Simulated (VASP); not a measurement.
# Au (Im-3m) in VASP: a series of runs

The runs below take Au through single point, with LDA, HSE06, PBE0.

Program: VASP 6.6.1. These are calculated values, not measurements. Logs are shortened: lines on timing, memory, paths and dates and some standing lists are left out, and cuts for length are marked.

## (1) The cell of the first run

Symmetry: Im-3m, No. 229, cubic system. Conventional cell: a = 3.315 Å, b = 3.315 Å, c = 3.315 Å, α = 90.00°, β = 90.00°, γ = 90.00°. Au (site symmetry m-3m) has 14 Au at 2.87 to 3.31 Å within 3.8 Å.

## (2) Single point, LDA, non-collinear spin, zero start, spin-orbit coupling

File INCAR:

```
PREC = Accurate ; ENCUT = 520
EDIFF = 1E-7 ; ISMEAR = -1
SIGMA = 0.05 ; LREAL = F
LASPH = T ; NELM = 150
ALGO = Normal ; ISIF = 2
LWAVE = F ; LCHARG = T
MAGMOM = 0 0 0 ; LORBIT = 11
LSORBIT = T ; GGA_COMPAT = F
LORBMOM = T ; LMAXMIX = 4
GGA = CA ; LVHAR = T
NBANDS = 22
```

File KPOINTS:

```
Automatic mesh
0
Gamma
  8 8 8
```

File POSCAR:

```
Au
1.0
   -1.6572690000      1.6572690000      1.6572690000
    1.6572690000     -1.6572690000      1.6572690000
    1.6572690000      1.6572690000     -1.6572690000
Au
1
Direct
    0.0000000000      0.0000000000      0.0000000000
```

Potentials or basis: VASP PAW LDA potentials, release 64 (Au).

On the command line:

```sh
> cat potpaw_LDA.64/Au/POTCAR > POTCAR
> mpirun -np 1 vasp_ncl > vasp.out
```

OUTCAR:

```text
PREC = Accurate
   ENCUT = 520
   EDIFF = 1E-7
   ISMEAR = -1
   LREAL = F
   LASPH = T
   NELM = 150
   ISIF = 2
   LORBIT = 11
   LSORBIT = T
   GGA = CA

 ion  position               nearest neighbor table
   1  0.000  0.000  0.000-

  LATTYP: Found a body centered cubic cell.
 ALAT       =     3.3145380000

  Lattice vectors:

 A1 = (  -1.6572690000,   1.6572690000,   1.6572690000)
 A2 = (   1.6572690000,  -1.6572690000,   1.6572690000)
 A3 = (   1.6572690000,   1.6572690000,  -1.6572690000)

Analysis of symmetry for initial positions (statically):
=====================================================================
 Subroutine PRICEL returns:
 Original cell was already a primitive cell.

 Routine SETGRP: Setting up the symmetry group for a
 body centered cubic supercell.

 Subroutine GETGRP returns: Found 48 space group operations
 (whereof 48 operations were pure point group operations)
 out of a pool of 48 trial point group operations.

The static configuration has the point symmetry O_h .

Analysis of symmetry for dynamics (positions and initial velocities):
=====================================================================
 Subroutine PRICEL returns:
 Original cell was already a primitive cell.

 Routine SETGRP: Setting up the symmetry group for a
 body centered cubic supercell.

 Subroutine GETGRP returns: Found 48 space group operations
 (whereof 48 operations were pure point group operations)
 out of a pool of 48 trial point group operations.

The dynamic configuration has the point symmetry O_h .

Analysis of structural, dynamic, and magnetic symmetry:
=====================================================================
 Subroutine PRICEL returns:
 Original cell was already a primitive cell.

 Routine SETGRP: Setting up the symmetry group for a
 body centered cubic supercell.

 Subroutine GETGRP returns: Found 48 space group operations
 (whereof 48 operations were pure point group operations)
 out of a pool of 48 trial point group operations.

The overall configuration has the point symmetry O_h .

 Subroutine INISYM returns: Found 48 space group operations
 (whereof 48 operations are pure point group operations),
 and found     1 'primitive' translations

----------------------------------------------------------------------------------------

                                     Primitive cell

  volume of cell :      18.2070

  direct lattice vectors                    reciprocal lattice vectors
    -1.657269000  1.657269000  1.657269000     0.000000000  0.301701172  0.301701172
     1.657269000 -1.657269000  1.657269000     0.301701172  0.000000000  0.301701172
     1.657269000  1.657269000 -1.657269000     0.301701172  0.301701172  0.000000000

  length of vectors
     2.870474110  2.870474110  2.870474110     0.426669890  0.426669890  0.426669890

  position of ions in fractional coordinates (direct lattice)
     0.000000000  0.000000000  0.000000000

  ion indices of the primitive-cell ions
   primitive index   ion index
                 1           1

----------------------------------------------------------------------------------------

 KPOINTS: Automatic mesh

Automatic generation of k-mesh.
 Grid dimensions read from file:
 generate k-points for:    8    8    8

 Generating k-lattice:

  Cartesian coordinates                     Fractional coordinates (reciprocal lattice)
     0.000000000  0.037712647  0.037712647     0.125000000  0.000000000  0.000000000
     0.037712647  0.000000000  0.037712647     0.000000000  0.125000000  0.000000000
     0.037712647  0.037712647  0.000000000     0.000000000  0.000000000  0.125000000

  Length of vectors
     0.053333736  0.053333736  0.053333736

  Shift w.r.t. Gamma in fractional coordinates (k-lattice)
     0.000000000  0.000000000  0.000000000

[... 40 lines left out ...]
 SYSTEM =  unknown system
   PREC   = accura    normal or accurate (medium, high low for compatibility)
   ISTART =      0    job   : 0-new  1-cont  2-samecut
   ICHARG =      2    charge: 1-file 2-atom 10-const
   ISPIN  =      1    spin polarized calculation?
   LNONCOLLINEAR =      T non collinear calculations
   LSORBIT =      T    spin-orbit coupling
   LASPH  =      T    aspherical Exc in radial PAW
   ENCUT  =  520.0 eV  38.22 Ry    6.18 a.u.   5.34  5.34  5.34*2*pi/ulx,y,z
   NELM   =    150;   NELMIN=  2; NELMDL= -5     # of ELM steps
   EDIFF  = 0.1E-06   stopping-criterion for ELM
   LREAL  =      F    real-space projection
   EDIFFG = 0.1E-05   stopping-criterion for IOM
   NSW    =      0    number of steps for IOM
   IBRION =     -1    ionic relax: 0-MD 1-quasi-New 2-CG
   NFREE  =      0    steps in history (QN), initial steepest desc. (CG)
   ISIF   =      2    stress and relaxation
   ISYM   =      2    0-nonsym 1-usesym 2-fastsym
   POTIM  = 0.5000    time-step for ionic-motion
   TEBEG  =    0.0;   TEEND  =   0.0 temperature during run
   PSTRESS=    0.0 pullay stress
   NELECT =      11.0000    total number of electrons
   NUPDOWN=      -1.0000    fix difference up-down
   EMIN   =  10.00;   EMAX   =-10.00  energy-range for DOS
   EFERMI =   0.00;   METHOD = LEGACY
   ISMEAR =    -1;   SIGMA  =   0.05  broadening in eV -4-tet -1-fermi 0-gaus
   EFERMI_NEDOS =   21; number of points for ismear=-14 and -15
   IALGO  =     38    algorithm
   IMIX   =      4    mixing-type and parameters
     AMIX     =   0.40;   BMIX     =  1.00
     AMIX_MAG =   1.60;   BMIX_MAG =  1.00
  volume/ion in A,a.u.               =      18.21       122.87
  Fermi-wavevector in a.u.,A,eV,Ry     =   1.383968  2.615320 26.060157  1.915367
  Thomas-Fermi vector in A             =   2.508516
   LORBIT       =     11    0 simple, 1 ext, 2 COOP (PROOUT), +10 PAW based schemes
   GGA     = CA    functional components
   LHFCALC =     F    Hartree Fock is set to
   AEXX    =    0.0000 exact exchange contribution
   IVDW    =     0    specifies the selected vdW correction
   LEPSILON=     F    determine dielectric tensor
   LRPA    =     F    only Hartree local field effects (RPA)
  energy-cutoff  :      520.00
  volume of cell :       18.21
 maximum number of plane-waves:       992
 NGX is ok and might be reduce to    24
   NGX = 11   NGY = 11   NGZ = 11

 number of electron      10.9999998 magnetization       0.0000000     -0.0000000      0.0000000

 number of electron      10.9999998 magnetization      -0.0000000     -0.0000000     -0.0000000

 number of electron      10.9999998 magnetization       0.0000000      0.0000000      0.0000000

 Free energy of the ion-electron system (eV)
  ---------------------------------------------------
  ext. energy  EPLUGINS =         0.00000000
  ---------------------------------------------------
  free energy    TOTEN  =        -4.61064816 eV

  energy without entropy =       -4.60132261  energy(sigma->0) =       -4.60598539

 E-fermi :   8.4100     XC(G=0): -12.6157

 val. band max:        8.0994376157   @ k =  -0.3750   0.3750   0.2500
 cond. band min:       8.4388948847   @ k =   0.3750   0.1250   0.0000
 fundamental gap:      0.3394572690
 Fermi energy:         8.4099930314

 k-point     1 :       0.0000    0.0000    0.0000
  band No.  band energies     occupation
      1      -1.0209      1.00000
      2      -1.0209      1.00000
      3       3.0360      1.00000
      4       3.0360      1.00000
      5       3.0360      1.00000
      6       3.0360      1.00000
[... 589 lines left out ...]
     21      29.9963      0.00000
     22      29.9963      0.00000

 [... further k-points ...]
[... 5 lines left out ...]
  --------------------------------------------------------------------------------------
  -------------------------------------------------------------------------------------
  Total       -1.6256261     -1.6256261     -1.6256261      0.0000000     -0.0000000      0.0000000
  in kB     -143.0514438   -143.0514438   -143.0514438      0.0000000     -0.0000000      0.0000000
  external PRESSURE =    -143.0514438 kB  Pullay stress =       0.0000000 kB

 VOLUME and BASIS-vectors are now :
 -----------------------------------------------------------------------------
  energy-cutoff  :      520.00
  volume of cell :       18.21
      direct lattice vectors                 reciprocal lattice vectors
    -1.657269000  1.657269000  1.657269000     0.000000000  0.301701172  0.301701172
     1.657269000 -1.657269000  1.657269000     0.301701172  0.000000000  0.301701172
     1.657269000  1.657269000 -1.657269000     0.301701172  0.301701172  0.000000000

 POSITION                                       TOTAL-FORCE (eV/Angst)
 -----------------------------------------------------------------------------------
      0.00000      0.00000      0.00000         0.000000      0.000000      0.000000
 -----------------------------------------------------------------------------------
    total drift:                                0.000000      0.000000      0.000000

  FREE ENERGIE OF THE ION-ELECTRON SYSTEM (eV)
  ---------------------------------------------------
  free  energy   TOTEN  =        -4.6106481588 eV

  energy  without entropy=       -4.6013226145  energy(sigma->0) =       -4.60598539

 orbital moment (x)

 # of ion     p       d       tot
 ----------------------------------------
  1        -0.000  -0.000  -0.000
 ----------------------------------------
           -0.000  -0.000  -0.000

 orbital moment (y)

 # of ion     p       d       tot
 ----------------------------------------
  1         0.000   0.000   0.000
 ----------------------------------------
            0.000   0.000   0.000

 orbital moment (z)

 # of ion     p       d       tot
 ----------------------------------------
  1         0.000   0.000   0.000
 ----------------------------------------
            0.000   0.000   0.000

 Spin-Orbit-Coupling matrix elements

 Ion:    1  E_soc:     -0.5863237
 l=   1
     0.0000000    -0.0245518    -0.0245518
    -0.0245518     0.0000000    -0.0245518
    -0.0245518    -0.0245518     0.0000000
 l=   2
     0.0000000    -0.0151692     0.0000000    -0.0151692    -0.0579996
    -0.0151692     0.0000000    -0.0434997    -0.0151692    -0.0144999
     0.0000000    -0.0434997     0.0000000    -0.0434997     0.0000000
    -0.0151692    -0.0151692    -0.0434997     0.0000000    -0.0144999
    -0.0579996    -0.0144999     0.0000000    -0.0144999     0.0000000
 l=   3
     0.0000000     0.0000000     0.0000000     0.0000000     0.0000000     0.0000000     0.0000000
     0.0000000     0.0000000     0.0000000     0.0000000     0.0000000     0.0000000     0.0000000
     0.0000000     0.0000000     0.0000000     0.0000000     0.0000000     0.0000000     0.0000000
     0.0000000     0.0000000     0.0000000     0.0000000     0.0000000     0.0000000     0.0000000
     0.0000000     0.0000000     0.0000000     0.0000000     0.0000000     0.0000000     0.0000000
     0.0000000     0.0000000     0.0000000     0.0000000     0.0000000     0.0000000     0.0000000
     0.0000000     0.0000000     0.0000000     0.0000000     0.0000000     0.0000000     0.0000000

 total charge

# of ion       s       p       d       tot
------------------------------------------
    1        0.538   0.327   8.707   9.573

 magnetization (x)

# of ion       s       p       d       tot
------------------------------------------
    1       -0.000   0.000   0.000  -0.000

 magnetization (y)

# of ion       s       p       d       tot
------------------------------------------
    1        0.000   0.000   0.000   0.000

 magnetization (z)

# of ion       s       p       d       tot
------------------------------------------
    1       -0.000   0.000   0.000   0.000
```

It took 29 s on 1 thread of Intel Xeon 6455B, shared host; peak memory 0.18 GiB.

What came out:

| Quantity | Value |
| --- | --- |
| Free energy | -4.6106 eV |
| Pressure | -14.3 GPa |
| Net moment | 0.00 μB per cell |
| Valence electrons inside the program's atomic spheres | Au 9.57 |

Moments on the atoms (μB; x, y, z):
```
Au  0.00 0.00 0.00
```

(Part 1 of 2 ends here.)
